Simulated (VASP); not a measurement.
# LaAl3N4 (P3m1) in VASP: single point with PBE

Aim: the single point of LaAl3N4 with PBE.

Program: VASP 6.6.1. These are calculated values, not measurements. Logs are shortened: lines on timing, memory, paths and dates and some standing lists are left out, and cuts for length are marked.

### 1 The cell of the first run

It takes space group P3m1 (No. 156, trigonal). Conventional cell: a = 3.268 Å, b = 3.268 Å, c = 10.962 Å, α = 90.00°, β = 90.00°, γ = 120.00°. Within 2.5 Å of Al (site symmetry 3m) lie 4 N at 1.90 to 1.96 Å. Al (site symmetry 3m) has 4 N at 1.89 to 1.95 Å within 2.5 Å. Al (site symmetry 3m) has 4 N at 1.91 to 1.95 Å within 2.5 Å. La (site symmetry 3m) has 4 N at 2.22 to 2.56 Å within 2.9 Å. Within 2.5 Å of N (site symmetry 3m) lie 4 Al at 1.90 to 1.95 Å. Within 2.5 Å of N (site symmetry 3m) lie 1 Al at 1.89 Å and 3 La at 2.22 Å. Within 2.5 Å of N (site symmetry 3m) lie 4 Al at 1.91 to 1.95 Å. Within 2.6 Å of N (site symmetry 3m) lie 3 Al at 1.96 Å and 1 La at 2.56 Å.

### 2 Single point, PBE, non-collinear spin, zero start, spin-orbit coupling

File INCAR:

```
SYSTEM = LaAl3N4
PREC = Accurate
ENCUT = 520
EDIFF = 1E-6
ISMEAR = -1
SIGMA = 0.02
LREAL = .False.
LASPH = .True.
NELM = 150
ALGO = Normal
ISIF = 2
LWAVE = .False.
LCHARG = .False.
MAGMOM = 0 0 0 0 0 0 0 0 0 0 0 0 0 0 0 0 0 0 0 0 0 0 0 0
LORBIT = 11
LSORBIT = .True.
GGA_COMPAT = .False.
LORBMOM = .True.
LMAXMIX = 6
GGA = PE
NBANDS = 58
```

File KPOINTS:

```
regular mesh
0
Gamma
  12 12 2
  0 0 0
```

File POSCAR:

```
LaAl3N4
1.0
    3.2683613935      0.0000000000      0.0000000000
   -1.6341806967      2.8304839956      0.0000000000
    0.0000000000      0.0000000000     10.9619252780
Al La N
3 1 4
Direct
    0.3333333333      0.6666666667      0.0313494816
    0.3333333333      0.6666666667      0.4691078827
    0.6666666667      0.3333333333      0.2500976779
    0.6666666667      0.3333333333      0.7480863051
    0.3333333333      0.6666666667      0.2048145101
    0.3333333333      0.6666666667      0.6411905580
    0.6666666667      0.3333333333      0.4239168831
    0.6666666667      0.3333333333      0.9814367013
```

Potentials or basis: VASP PAW PBE potentials, release 64 (Al, La, N).

Launch:

```sh
$ cat potpaw_PBE.64/Al/POTCAR potpaw_PBE.64/La/POTCAR potpaw_PBE.64/N/POTCAR > POTCAR
$ mpirun -np 1 vasp_ncl > vasp.out
```

OUTCAR:

```text
SYSTEM = LaAl3N4
   PREC = Accurate
   ENCUT = 520
   EDIFF = 1E-6
   ISMEAR = -1
   LREAL = .False.
   LASPH = .True.
   NELM = 150
   ISIF = 2
   LORBIT = 11
   LSORBIT = .True.
   GGA = PE

 ion  position               nearest neighbor table
   1  0.333  0.667  0.031-   5 1.90   8 1.96   8 1.96   8 1.96   3 3.05   3 3.05   3 3.05
   2  0.333  0.667  0.469-   6 1.89   7 1.95   7 1.95   7 1.95   3 3.05   3 3.05   3 3.05
   3  0.667  0.333  0.250-   7 1.91   5 1.95   5 1.95   5 1.95   1 3.05   1 3.05   1 3.05   2 3.05
                             2 3.05   2 3.05
   4  0.667  0.333  0.748-   6 2.22   6 2.22   6 2.22   8 2.56
   5  0.333  0.667  0.205-   1 1.90   3 1.95   3 1.95   3 1.95
   6  0.333  0.667  0.641-   2 1.89   4 2.22   4 2.22   4 2.22
   7  0.667  0.333  0.424-   3 1.91   2 1.95   2 1.95   2 1.95
   8  0.667  0.333  0.981-   1 1.96   1 1.96   1 1.96   4 2.56

  LATTYP: Found a hexagonal cell.
 ALAT       =     3.2683613935
 C/A-ratio  =     3.3539514020

  Lattice vectors:

 A1 = (   3.2683613935,   0.0000000000,   0.0000000000)
 A2 = (  -1.6341806967,   2.8304839956,   0.0000000000)
 A3 = (   0.0000000000,   0.0000000000,  10.9619252780)

Analysis of symmetry for initial positions (statically):
=====================================================================
 Subroutine PRICEL returns:
 Original cell was already a primitive cell.

 Routine SETGRP: Setting up the symmetry group for a
 hexagonal supercell.

 Subroutine GETGRP returns: Found  6 space group operations
 (whereof  6 operations were pure point group operations)
 out of a pool of 24 trial point group operations.

The static configuration has the point symmetry C_3v.

Analysis of symmetry for dynamics (positions and initial velocities):
=====================================================================
 Subroutine PRICEL returns:
 Original cell was already a primitive cell.

 Routine SETGRP: Setting up the symmetry group for a
 hexagonal supercell.

 Subroutine GETGRP returns: Found  6 space group operations
 (whereof  6 operations were pure point group operations)
 out of a pool of 24 trial point group operations.

The dynamic configuration has the point symmetry C_3v.

Analysis of structural, dynamic, and magnetic symmetry:
=====================================================================
 Subroutine PRICEL returns:
 Original cell was already a primitive cell.

 Routine SETGRP: Setting up the symmetry group for a
 hexagonal supercell.

 Subroutine GETGRP returns: Found  6 space group operations
 (whereof  6 operations were pure point group operations)
 out of a pool of 24 trial point group operations.

The overall configuration has the point symmetry C_3v.

 Subroutine INISYM returns: Found  6 space group operations
 (whereof  6 operations are pure point group operations),
 and found     1 'primitive' translations

----------------------------------------------------------------------------------------

                                     Primitive cell

  volume of cell :     101.4093

  direct lattice vectors                    reciprocal lattice vectors
     3.268361394  0.000000000  0.000000000     0.305963717  0.176648234  0.000000000
    -1.634180697  2.830483996  0.000000000     0.000000000  0.353296469  0.000000000
     0.000000000  0.000000000 10.961925278     0.000000000  0.000000000  0.091224851

  length of vectors
     3.268361394  3.268361394 10.961925278     0.353296469  0.353296469  0.091224851

  position of ions in fractional coordinates (direct lattice)
     0.333333333  0.666666667  0.031349482
     0.333333333  0.666666667  0.469107883
     0.666666667  0.333333333  0.250097678
     0.666666667  0.333333333  0.748086305
     0.333333333  0.666666667  0.204814510
     0.333333333  0.666666667  0.641190558
     0.666666667  0.333333333  0.423916883
[... 130 lines left out ...]
  ext. energy  EPLUGINS =         0.00000000
  ---------------------------------------------------
  free energy    TOTEN  =       -58.58547937 eV

  energy without entropy =      -58.58547937  energy(sigma->0) =      -58.58547937

 E-fermi :   7.7318     XC(G=0): -10.6828

 val. band max:        7.2636306333   @ k =   0.3333   0.3333   0.0000
 cond. band min:       8.3235459818   @ k =   0.0000   0.0000   0.0000
 fundamental gap:      1.0599153485
 Fermi energy:         7.7317572816

 k-point     1 :       0.0000    0.0000    0.0000
  band No.  band energies     occupation
      1     -24.4323      1.00000
      2     -24.4323      1.00000
      3     -10.0598      1.00000
      4     -10.0598      1.00000
      5      -8.0342      1.00000
      6      -8.0342      1.00000
[... 1309 lines left out ...]
     51      11.5038      0.00000
     52      11.5880      0.00000

 [... further k-points ...]

 [bands above 52 left out]

------------------------ aborting loop because EDIFF is reached ----------------------------------------

  FORCE on cell =-STRESS in cart. coord.  units (eV):
  Direction    XX          YY          ZZ          XY          YZ          ZX
  --------------------------------------------------------------------------------------
  -------------------------------------------------------------------------------------
  Total        1.8344307      1.8344307      1.6832967      0.0000000      0.0000000      0.0000000
  in kB       28.9823953     28.9823953     26.5946116      0.0000000      0.0000000      0.0000000
  external PRESSURE =      28.1864674 kB  Pullay stress =       0.0000000 kB

 VOLUME and BASIS-vectors are now :
 -----------------------------------------------------------------------------
  energy-cutoff  :      520.00
  volume of cell :      101.41
      direct lattice vectors                 reciprocal lattice vectors
     3.268361394  0.000000000  0.000000000     0.305963717  0.176648234  0.000000000
    -1.634180697  2.830483996  0.000000000     0.000000000  0.353296469  0.000000000
     0.000000000  0.000000000 10.961925278     0.000000000  0.000000000  0.091224851

 POSITION                                       TOTAL-FORCE (eV/Angst)
 -----------------------------------------------------------------------------------
     -0.00000      1.88699      0.34365         0.000000     -0.000000     -0.127145
     -0.00000      1.88699      5.14233         0.000000      0.000000     -0.079807
      1.63418      0.94349      2.74155         0.000000     -0.000000     -0.097030
      1.63418      0.94349      8.20047        -0.000000      0.000000      0.156377
     -0.00000      1.88699      2.24516         0.000000     -0.000000      0.099656
     -0.00000      1.88699      7.02868         0.000000     -0.000000      0.074563
      1.63418      0.94349      4.64695         0.000000     -0.000000      0.088645
      1.63418      0.94349     10.75844        -0.000000     -0.000000     -0.115259
 -----------------------------------------------------------------------------------
    total drift:                               -0.000000      0.000000     -0.000998

  FREE ENERGIE OF THE ION-ELECTRON SYSTEM (eV)
  ---------------------------------------------------
  free  energy   TOTEN  =       -58.5854793707 eV

  energy  without entropy=      -58.5854793707  energy(sigma->0) =      -58.58547937

 orbital moment (x)

 # of ion     p       d       f       tot
 ------------------------------------------------
  1        -0.000   0.000   0.000  -0.000
  2        -0.000   0.000   0.000  -0.000
  3         0.000   0.000   0.000   0.000
  4         0.000   0.000  -0.000  -0.000
  5         0.000   0.000   0.000   0.000
  6        -0.000   0.000   0.000  -0.000
  7         0.000   0.000   0.000   0.000
  8        -0.000   0.000   0.000  -0.000
 ------------------------------------------------
           -0.000   0.000  -0.000  -0.000

 orbital moment (y)

 # of ion     p       d       f       tot
 ------------------------------------------------
  1        -0.000   0.000   0.000  -0.000
  2        -0.000   0.000   0.000  -0.000
  3        -0.000   0.000   0.000  -0.000
  4         0.000   0.000   0.000   0.000
  5        -0.000   0.000   0.000  -0.000
  6         0.000   0.000   0.000   0.000
  7        -0.000   0.000   0.000  -0.000
  8        -0.000   0.000   0.000  -0.000
 ------------------------------------------------
           -0.000   0.000   0.000   0.000

 orbital moment (z)

 # of ion     p       d       f       tot
 ------------------------------------------------
  1        -0.000   0.000   0.000  -0.000
  2        -0.000   0.000   0.000  -0.000
  3         0.000   0.000   0.000   0.000
  4         0.000   0.000  -0.000  -0.000
  5         0.000   0.000   0.000   0.000
  6        -0.000   0.000   0.000  -0.000
  7         0.000   0.000   0.000   0.000
  8         0.000   0.000   0.000   0.000
 ------------------------------------------------
           -0.000   0.000  -0.000  -0.000

 Spin-Orbit-Coupling matrix elements

 Ion:    1  E_soc:     -0.0001049
 l=   1
     0.0000000    -0.0000160    -0.0000204
    -0.0000160     0.0000000    -0.0000160
    -0.0000204    -0.0000160     0.0000000
 l=   2
     0.0000000     0.0000000     0.0000000     0.0000000     0.0000000
     0.0000000     0.0000000     0.0000000     0.0000000     0.0000000
     0.0000000     0.0000000     0.0000000     0.0000000     0.0000000
     0.0000000     0.0000000     0.0000000     0.0000000     0.0000000
     0.0000000     0.0000000     0.0000000     0.0000000     0.0000000
 l=   3
     0.0000000     0.0000000     0.0000000     0.0000000     0.0000000     0.0000000     0.0000000
     0.0000000     0.0000000     0.0000000     0.0000000     0.0000000     0.0000000     0.0000000
     0.0000000     0.0000000     0.0000000     0.0000000     0.0000000     0.0000000     0.0000000
     0.0000000     0.0000000     0.0000000     0.0000000     0.0000000     0.0000000     0.0000000
[... 129 lines left out ...]
 l=   2
     0.0000000     0.0000000     0.0000000     0.0000000     0.0000000
     0.0000000     0.0000000     0.0000000     0.0000000     0.0000000
     0.0000000     0.0000000     0.0000000     0.0000000     0.0000000
     0.0000000     0.0000000     0.0000000     0.0000000     0.0000000
     0.0000000     0.0000000     0.0000000     0.0000000     0.0000000
 l=   3
     0.0000000     0.0000000     0.0000000     0.0000000     0.0000000     0.0000000     0.0000000
     0.0000000     0.0000000     0.0000000     0.0000000     0.0000000     0.0000000     0.0000000
     0.0000000     0.0000000     0.0000000     0.0000000     0.0000000     0.0000000     0.0000000
     0.0000000     0.0000000     0.0000000     0.0000000     0.0000000     0.0000000     0.0000000
     0.0000000     0.0000000     0.0000000     0.0000000     0.0000000     0.0000000     0.0000000
     0.0000000     0.0000000     0.0000000     0.0000000     0.0000000     0.0000000     0.0000000
     0.0000000     0.0000000     0.0000000     0.0000000     0.0000000     0.0000000     0.0000000

 total charge

# of ion       s       p       d       f       tot
--------------------------------------------------
    1        0.357   0.403   0.000   0.000   0.760
    2        0.354   0.395   0.000   0.000   0.748
    3        0.356   0.402   0.000   0.000   0.758
    4        2.069   5.585   1.167   0.328   9.149
    5        1.221   2.585   0.000   0.000   3.807
    6        1.276   2.536   0.000   0.000   3.812
    7        1.220   2.583   0.000   0.000   3.802
    8        1.228   2.498   0.000   0.000   3.727
--------------------------------------------------
tot          8.081  16.987   1.167   0.328  26.563

 magnetization (x)

# of ion       s       p       d       f       tot
--------------------------------------------------
    1        0.000   0.000   0.000   0.000   0.000
    2       -0.000   0.000   0.000   0.000   0.000
    3        0.000   0.000   0.000   0.000   0.000
    4        0.000   0.000  -0.000   0.000  -0.000
    5       -0.000   0.000   0.000   0.000  -0.000
    6       -0.000   0.000   0.000   0.000   0.000
    7        0.000   0.000   0.000   0.000   0.000
    8        0.000   0.000   0.000   0.000   0.000
--------------------------------------------------
tot         -0.000   0.000  -0.000   0.000   0.000

 magnetization (y)

# of ion       s       p       d       f       tot
--------------------------------------------------
    1        0.000   0.000   0.000   0.000   0.000
    2        0.000   0.000   0.000   0.000   0.000
    3        0.000   0.000   0.000   0.000   0.000
    4        0.000   0.000   0.000   0.000   0.000
    5        0.000   0.000   0.000   0.000   0.000
    6        0.000   0.000   0.000   0.000   0.000
    7        0.000   0.000   0.000   0.000   0.000
    8        0.000  -0.000   0.000   0.000  -0.000
--------------------------------------------------
tot          0.000  -0.000   0.000   0.000  -0.000

 magnetization (z)

# of ion       s       p       d       f       tot
--------------------------------------------------
    1       -0.000   0.000   0.000   0.000   0.000
    2        0.000  -0.000   0.000   0.000  -0.000
    3        0.000   0.000   0.000   0.000   0.000
    4        0.000   0.000   0.000   0.000   0.000
    5        0.000   0.000   0.000   0.000   0.000
    6        0.000   0.000   0.000   0.000   0.000
    7       -0.000  -0.000   0.000   0.000  -0.000
    8       -0.000  -0.000   0.000   0.000  -0.000
--------------------------------------------------
tot          0.000   0.000   0.000   0.000   0.000
```

It took 18 min on 1 thread of Oxide Virtual Turin-like, shared host; peak memory 0.73 GiB.

What came out:

```yaml
Free_energy: -58.5855 eV
Pressure: 2.8 GPa
Largest_force: 0.156 eV/Å
Net_moment: 0.00 μB per cell
Valence_electrons_inside_the_program's_atomic_spheres: Al 0.76, 0.75 (each value once); La 9.15; N 3.81, 3.80, 3.73 (each value once)
```

Forces in eV/Å, atoms in the order of the input:
```
Al   0.000  0.000 -0.127
Al   0.000  0.000 -0.080
Al   0.000  0.000 -0.097
La   0.000  0.000  0.156
N    0.000  0.000  0.100
N    0.000  0.000  0.075
N    0.000  0.000  0.089
N    0.000  0.000 -0.115
```

Moments on the atoms (μB; x, y, z):
```
Al  0.00 0.00 0.00
Al  0.00 0.00 0.00
Al  0.00 0.00 0.00
La  0.00 0.00 0.00
N   0.00 0.00 0.00
N   0.00 0.00 0.00
N   0.00 0.00 0.00
N   0.00 0.00 0.00
```
